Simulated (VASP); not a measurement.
# CoO (R-3m) in VASP: settings compared

CoO is run at these levels: revPBE+D4+U, PBEsol+U, RPBE+U; tasks: single point.

Everything below comes from runs of VASP 6.6.1. Logs are shortened: lines on timing, memory, paths and dates and some standing lists are left out, and cuts for length are marked.

**1. The cell of the first run**

Symmetry: R-3m, No. 166, trigonal system. The conventional cell has a = 3.011 Å, b = 3.011 Å, c = 7.320 Å, α = 90.00°, β = 90.00°, γ = 120.00°. Within 2.8 Å of Co (site symmetry -3m) lie 6 O at 2.12 Å. Within 2.8 Å of O (site symmetry -3m) lie 6 Co at 2.12 Å.

**2. Single point, revPBE+D4+U, collinear spin, ferromagnetic start**

INCAR

```
SYSTEM = CoO
PREC = Accurate
ENCUT = 520
EDIFF = 1E-6
ISMEAR = 0
SIGMA = 0.02
LREAL = .FALSE.
LASPH = .TRUE.
NELM = 150
ALGO = Normal
ISIF = 2
LWAVE = .FALSE.
LCHARG = .FALSE.
ISPIN = 2
MAGMOM = 2.13 0
LORBIT = 11
LMAXMIX = 4
LDAU = .TRUE.
LDAUTYPE = 2
LDAUL = 2 -1
LDAUU = 3.5 0
LDAUJ = 0 0
LDAUPRINT = 1
GGA = RE
IVDW = 13
NBANDS = 18
```

KPOINTS

```
Automatic mesh
0
G
  11 11 11
  0 0 0
```

POSCAR

```
CoO
1.0
    1.5054695445      0.8691832468      2.4399269062
   -1.5054695445      0.8691832468      2.4399269062
    0.0000000000     -1.7383664936      2.4399269062
Co O
1 1
Direct
    0.0000000000      0.0000000000      0.0000000000
    0.5000000000      0.5000000000      0.5000000000
```

Potentials or basis: VASP PAW PBE potentials, release 64 (Co, O).

Command:

```console
$ cat potpaw_PBE.64/Co/POTCAR potpaw_PBE.64/O/POTCAR > POTCAR
$ mpirun -np 1 vasp_std > vasp.out
```

OUTCAR:

```text
SYSTEM = CoO
   PREC = Accurate
   ENCUT = 520
   EDIFF = 1E-6
   ISMEAR = 0
   LREAL = .FALSE.
   LASPH = .TRUE.
   NELM = 150
   ISIF = 2
   ISPIN = 2
   LORBIT = 11
   GGA = RE
   IVDW = 13

 ion  position               nearest neighbor table
   1  0.000  0.000  0.000-   2 2.12   2 2.12   2 2.12   2 2.12   2 2.12   2 2.12
   2  0.500  0.500  0.500-   1 2.12   1 2.12   1 2.12   1 2.12   1 2.12   1 2.12

  LATTYP: Found a trigonal (rhomboedric) cell.
 ALAT       =     2.9958573687
 COS(alpha) =     0.4949531368

  Lattice vectors:

 A1 = (   1.5054695445,   0.8691832468,   2.4399269062)
 A2 = (  -1.5054695445,   0.8691832468,   2.4399269062)
 A3 = (   0.0000000000,  -1.7383664936,   2.4399269062)

Analysis of symmetry for initial positions (statically):
=====================================================================
 Subroutine PRICEL returns:
 Original cell was already a primitive cell.

 Routine SETGRP: Setting up the symmetry group for a
 trigonal (rhombohedral) supercell.

 Subroutine GETGRP returns: Found 12 space group operations
 (whereof 12 operations were pure point group operations)
 out of a pool of 12 trial point group operations.

The static configuration has the point symmetry D_3d.

Analysis of symmetry for dynamics (positions and initial velocities):
=====================================================================
 Subroutine PRICEL returns:
 Original cell was already a primitive cell.

 Routine SETGRP: Setting up the symmetry group for a
 trigonal (rhombohedral) supercell.

 Subroutine GETGRP returns: Found 12 space group operations
 (whereof 12 operations were pure point group operations)
 out of a pool of 12 trial point group operations.

The dynamic configuration has the point symmetry D_3d.

Analysis of structural, dynamic, and magnetic symmetry:
=====================================================================
 Subroutine PRICEL returns:
 Original cell was already a primitive cell.

 Routine SETGRP: Setting up the symmetry group for a
 trigonal (rhombohedral) supercell.

 Subroutine GETGRP returns: Found 12 space group operations
 (whereof 12 operations were pure point group operations)
 out of a pool of 12 trial point group operations.

The overall configuration has the point symmetry D_3d.

 Subroutine INISYM returns: Found 12 space group operations
 (whereof 12 operations are pure point group operations),
 and found     1 'primitive' translations

----------------------------------------------------------------------------------------

                                     Primitive cell

  volume of cell :      19.1563

  direct lattice vectors                    reciprocal lattice vectors
     1.505469544  0.869183247  2.439926906     0.332122295  0.191750896  0.136616114
    -1.505469544  0.869183247  2.439926906    -0.332122295  0.191750896  0.136616114
     0.000000000 -1.738366494  2.439926906     0.000000000 -0.383501793  0.136616114

  length of vectors
     2.995857369  2.995857369  2.995857369     0.407108816  0.407108816  0.407108816

  position of ions in fractional coordinates (direct lattice)
     0.000000000  0.000000000  0.000000000
     0.500000000  0.500000000  0.500000000

  ion indices of the primitive-cell ions
   primitive index   ion index
                 1           1
                 2           2

----------------------------------------------------------------------------------------

 KPOINTS: Automatic mesh

Automatic generation of k-mesh.
 Grid dimensions read from file:
 generate k-points for:   11   11   11

[... 64 lines left out ...]
   LREAL  =      F    real-space projection
   EDIFFG = 0.1E-04   stopping-criterion for IOM
   NSW    =      0    number of steps for IOM
   IBRION =     -1    ionic relax: 0-MD 1-quasi-New 2-CG
   NFREE  =      0    steps in history (QN), initial steepest desc. (CG)
   ISIF   =      2    stress and relaxation
   ISYM   =      2    0-nonsym 1-usesym 2-fastsym
   POTIM  = 0.5000    time-step for ionic-motion
   TEBEG  =    0.0;   TEEND  =   0.0 temperature during run
   PSTRESS=    0.0 pullay stress
   NELECT =      15.0000    total number of electrons
   NUPDOWN=      -1.0000    fix difference up-down
   EMIN   =  10.00;   EMAX   =-10.00  energy-range for DOS
   EFERMI =   0.00;   METHOD = LEGACY
   ISMEAR =     0;   SIGMA  =   0.02  broadening in eV -4-tet -1-fermi 0-gaus
   EFERMI_NEDOS =   21; number of points for ismear=-14 and -15
   IALGO  =     38    algorithm
   IMIX   =      4    mixing-type and parameters
     AMIX     =   0.40;   BMIX     =  1.00
     AMIX_MAG =   1.60;   BMIX_MAG =  1.00
  volume/ion in A,a.u.               =       9.58        64.64
  Fermi-wavevector in a.u.,A,eV,Ry     =   1.508927  2.851458 30.978555  2.276860
  Thomas-Fermi vector in A             =   2.619316
   LORBIT       =     11    0 simple, 1 ext, 2 COOP (PROOUT), +10 PAW based schemes
 LDA+U is selected, type is set to LDAUTYPE =  2
   angular momentum for each species LDAUL =     2   -1
   U (eV)           for each species LDAUU =   3.5  0.0
   J (eV)           for each species LDAUJ =   0.0  0.0
   GGA     = RE    functional components
   LHFCALC =     F    Hartree Fock is set to
   AEXX    =    0.0000 exact exchange contribution
   IVDW    =    13    specifies the selected vdW correction
   LEPSILON=     F    determine dielectric tensor
   LRPA    =     F    only Hartree local field effects (RPA)
 spin polarized calculation
 Gauss-broadening in eV      SIGMA  =   0.02
  energy-cutoff  :      520.00
  volume of cell :       19.16
 maximum number of plane-waves:       532
   NGX = 11   NGY = 11   NGZ = 11

atom =   1  type =  1  l = 2

 onsite density matrix

spin component  1

  0.9847 -0.0000  0.0000 -0.0207 -0.0000
 -0.0000  0.9992 -0.0000  0.0000 -0.0207
  0.0000 -0.0000  0.9678  0.0000  0.0000
 -0.0207  0.0000  0.0000  0.9992  0.0000
 -0.0000 -0.0207  0.0000  0.0000  0.9847

spin component  2

  0.4655 -0.0000  0.0000  0.1250  0.0000
 -0.0000  0.1710  0.0000 -0.0000  0.1250
  0.0000  0.0000  0.9601  0.0000  0.0000
  0.1250 -0.0000  0.0000  0.1710 -0.0000
  0.0000  0.1250  0.0000 -0.0000  0.4655

 occupancies and eigenvectors

  o =  0.1251  v =  0.0000  0.0000  0.0000  0.0000  0.0000 -0.3446  0.0000 -0.0000  0.9387 -0.0000      0.0000  0.0000  0.0000  0.0000  0.0000  0.0000  0.0000  0.0000  0.0000  0.0000
  o =  0.1251  v =  0.0000  0.0000  0.0000  0.0000  0.0000 -0.0000 -0.9387 -0.0000  0.0000  0.3446      0.0000  0.0000  0.0000  0.0000  0.0000  0.0000  0.0000  0.0000  0.0000  0.0000
  o =  0.5114  v =  0.0000  0.0000  0.0000  0.0000  0.0000  0.9387 -0.0000  0.0000  0.3446 -0.0000      0.0000  0.0000  0.0000  0.0000  0.0000  0.0000  0.0000  0.0000  0.0000  0.0000
  o =  0.5114  v =  0.0000  0.0000  0.0000  0.0000  0.0000 -0.0000 -0.3446  0.0000  0.0000 -0.9387      0.0000  0.0000  0.0000  0.0000  0.0000  0.0000  0.0000  0.0000  0.0000  0.0000
  o =  0.9601  v =  0.0000  0.0000  0.0000  0.0000  0.0000  0.0000 -0.0000 -1.0000  0.0000 -0.0000      0.0000  0.0000  0.0000  0.0000  0.0000  0.0000  0.0000  0.0000  0.0000  0.0000
  o =  0.9678  v =  0.0000  0.0000 -1.0000  0.0000  0.0000  0.0000  0.0000  0.0000  0.0000  0.0000      0.0000  0.0000  0.0000  0.0000  0.0000  0.0000  0.0000  0.0000  0.0000  0.0000
  o =  0.9700  v =  0.8154 -0.0000 -0.0000  0.5790 -0.0000  0.0000  0.0000  0.0000  0.0000  0.0000      0.0000  0.0000  0.0000  0.0000  0.0000  0.0000  0.0000  0.0000  0.0000  0.0000
  o =  0.9700  v = -0.0000 -0.5790 -0.0000 -0.0000 -0.8154  0.0000  0.0000  0.0000  0.0000  0.0000      0.0000  0.0000  0.0000  0.0000  0.0000  0.0000  0.0000  0.0000  0.0000  0.0000
  o =  1.0139  v = -0.5790 -0.0000  0.0000  0.8154  0.0000  0.0000  0.0000  0.0000  0.0000  0.0000      0.0000  0.0000  0.0000  0.0000  0.0000  0.0000  0.0000  0.0000  0.0000  0.0000
  o =  1.0139  v =  0.0000 -0.8154  0.0000 -0.0000  0.5790  0.0000  0.0000  0.0000  0.0000  0.0000      0.0000  0.0000  0.0000  0.0000  0.0000  0.0000  0.0000  0.0000  0.0000  0.0000

 number of electron      15.0000005 magnetization       2.9998653

 Free energy of the ion-electron system (eV)
  ---------------------------------------------------
  ext. energy  EPLUGINS =         0.00000000
  ---------------------------------------------------
  free energy    TOTEN  =       -10.69989359 eV

  energy without entropy =      -10.69961188  energy(sigma->0) =      -10.69975273

 E-fermi :   7.9421     XC(G=0): -12.2951

 val. band max:        7.9405493196   @ k =   0.2727   0.1818   0.0909
 cond. band min:       7.9461551285   @ k =  -0.4545   0.0909   0.0909
 fundamental gap:      0.0056058090
 Fermi energy:         7.9420726526

 spin component 1

 k-point     1 :       0.0000    0.0000    0.0000
  band No.  band energies     occupation
      1     -11.9951      1.00000
      2       2.8992      1.00000
      3       2.8992      1.00000
      4       3.1109      1.00000
      5       3.1109      1.00000
      6       3.8206      1.00000
[... 1001 lines left out ...]
     17      36.8208      0.00000
     18      38.7690      0.00000

 [... further k-points ...]

------------------------ aborting loop because EDIFF is reached ----------------------------------------

  DFT-D4 for vdW energy calculation

  Edisp (eV):   -1.07060

  FORCE on cell =-STRESS in cart. coord.  units (eV):
  Direction    XX          YY          ZZ          XY          YZ          ZX
  --------------------------------------------------------------------------------------
  -------------------------------------------------------------------------------------
  Total      -0.00122    -0.00122    -0.13339     0.00000     0.00000     0.00000
  in kB      -0.10183    -0.10183   -11.15670     0.00000     0.00000     0.00000
  external pressure =       -3.79 kB  Pullay stress =        0.00 kB

 VOLUME and BASIS-vectors are now :
 -----------------------------------------------------------------------------
  energy-cutoff  :      520.00
  volume of cell :       19.16
      direct lattice vectors                 reciprocal lattice vectors
     1.505469544  0.869183247  2.439926906     0.332122295  0.191750896  0.136616114
    -1.505469544  0.869183247  2.439926906    -0.332122295  0.191750896  0.136616114
     0.000000000 -1.738366494  2.439926906     0.000000000 -0.383501793  0.136616114

 POSITION                                       TOTAL-FORCE (eV/Angst)
 -----------------------------------------------------------------------------------
      0.00000      0.00000      0.00000         0.000000      0.000000     -0.000000
      0.00000      0.00000      3.65989         0.000000     -0.000000      0.000000
 -----------------------------------------------------------------------------------
    total drift:                               -0.000000      0.000000     -0.000000

  FREE ENERGIE OF THE ION-ELECTRON SYSTEM (eV)
  ---------------------------------------------------
  free  energy   TOTEN  =       -11.7704899641 eV

  energy  without entropy=      -11.7702082530  energy(sigma->0) =      -11.77034911

 total charge

# of ion       s       p       d       tot
------------------------------------------
    1        0.300   0.369   7.144   7.813
    2        1.557   3.462   0.000   5.018
--------------------------------------------------
tot          1.857   3.830   7.144  12.831

 magnetization (x)

# of ion       s       p       d       tot
------------------------------------------
    1        0.021   0.017   2.701   2.738
    2        0.022   0.225   0.000   0.248
--------------------------------------------------
tot          0.043   0.242   2.701   2.986
```

Run time: 72 s. Hardware: 1 thread of Intel Xeon Platinum 8259CL at 2.50GHz (Skylake/Cascade Lake), shared host; peak memory 0.21 GiB.

Results:

```yaml
Free_energy: -11.7705 eV
Pressure: -0.4 GPa
Band_gap_on_the_k_mesh: zero (filled and empty bands overlap)
Net_moment: 3.00 μB per cell
Site_moments: Co +2.74; O +0.25 μB
Valence_electrons_inside_the_program's_atomic_spheres: Co 7.81; O 5.02
Dispersion_energy_per_atom: -0.535 eV
```

Stress tensor (GPa, compression positive):
```
-0.01  0.00  0.00
 0.00 -0.01  0.00
 0.00  0.00 -1.12
```

Levels at points of the mesh, in eV from the Fermi level:
Spin up:
| k point | band 7 | band 8 | band 9 | band 10 | band 11 | band 12 |
| --- | --- | --- | --- | --- | --- | --- |
| (0.00, 0.00, 0.00) | -2.75 | -2.75 | -2.68 | 1.35 | 17.20 | 17.31 |
Spin down:
```
           k point  band 2  band 3  band 4  band 5  band 6  band 7  band 8  band 9  band 10  band 11
(0.00, 0.00, 0.00)   -2.67   -2.27   -2.27   -2.22   -0.89   -0.89    1.64    1.64     1.89    17.01
```

Eigenvalues of the final occupation matrices:
```tsv
site	spin	trace	eigenvalues
site 1 d	1	4.94	0.97 0.97 0.97 1.01 1.01
site 1 d	2	2.23	0.13 0.13 0.51 0.51 0.96
```

Caveat: the PAW data sets were made with another functional, which shifts forces and pressure a little; a cell with one magnetic atom can't hold antiferromagnetic order, which such compounds often take; pairwise dispersion overbinds metals, which lowers pressure and volume. The state reached can hang on the start; a lower one may exist.

**3. Single point, PBEsol+U, collinear spin, ferromagnetic start**

INCAR

```
  ALGO = Normal
  EDIFF = 1E-6
  ENCUT = 520
  GGA = PS
  ISIF = 2
  ISMEAR = -1
  ISPIN = 2
  LASPH = True
  LCHARG = False
  LDAU = True
  LDAUJ = 0 0
  LDAUL = 2 -1
  LDAUPRINT = 1
  LDAUTYPE = 2
  LDAUU = 6.2 0
  LMAXMIX = 4
  LORBIT = 11
  LREAL = False
  LWAVE = False
  MAGMOM = 2 0
  NBANDS = 18
  NELM = 150
  PREC = Accurate
  SIGMA = 0.05
```

KPOINTS

```
k-points
0
Gamma
  11 11 11
```

POSCAR is that of step 2.

Potentials or basis: VASP PAW PBE potentials, release 64 (Co, O).

Command:

```console
$ cat potpaw_PBE.64/Co/POTCAR potpaw_PBE.64/O/POTCAR > POTCAR
$ mpirun -np 1 vasp_std > vasp.out
```

It took 79 s on 1 thread of Intel Xeon Platinum 8488C (Sapphire Rapids), shared host; peak memory 0.21 GiB.

Results (log left out):

```
Free energy                                           : -11.2265 eV
Pressure                                              : -8.5 GPa
Band gap on the k mesh                                : zero (filled and empty bands overlap)
Net moment                                            : 3.00 μB per cell
Site moments                                          : Co +2.81; O +0.20 μB
Valence electrons inside the program's atomic spheres : Co 7.86; O 4.99
```

Stress tensor (GPa, compression positive):
```
-8.20  0.00  0.00
 0.00 -8.20  0.00
 0.00  0.00 -9.00
```

Levels at points of the mesh, in eV from the Fermi level:
Spin up:
```
           k point  band 6  band 7  band 8  band 9  band 10  band 11  band 12  band 13
(0.00, 0.00, 0.00)   -5.44   -2.68   -2.68   -2.61     1.26    16.20    16.20    16.61
```
Spin down:
```tsv
k point	band 4	band 5	band 6	band 7	band 8	band 9
(0.00, 0.00, 0.00)	-2.26	-2.19	-0.95	-0.95	1.80	2.50
```

Eigenvalues of the final occupation matrices:
```tsv
site	spin	trace	eigenvalues
site 1 d	1	4.99	0.98 0.98 0.98 1.03 1.03
site 1 d	2	2.21	0.10 0.10 0.52 0.52 0.97
```

Caveat: the PAW data sets were made with another functional, which shifts forces and pressure a little; a cell with one magnetic atom can't hold antiferromagnetic order, which such compounds often take.

(Part 1 of 2 ends here.)
